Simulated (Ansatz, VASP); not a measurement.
One calculation of Ti, two programs

```
Ti
1.0
     0.00000    2.08476    2.08476
     2.08476    0.00000    2.08476
     2.08476    2.08476    0.00000
Ti
1
Direct
  0.00000 0.00000 0.00000
```

Alike in both runs: task single point; functional PBE; k mesh 22 × 22 × 22; occupations fermi-dirac, width 0.1 eV; no spin polarisation.

```csv
,VASP,Ansatz
version,VASP 6.6.1,Ansatz 0.2.0
potentials or method,"VASP PAW PBE potentials, release 64 (Ti_sv), cutoff 520 eV","plane waves (420 eV) with PAW, scalar-relativistic"
valence electrons in the cell,12,12
```

Ansatz gave:

```
pressure (GPa) : -3.9
```

Q: What did VASP give for the same quantities?

A: Pressure (GPa): -4.1.

With one functional, cell and mesh, what is left measures potentials, basis and numerics.
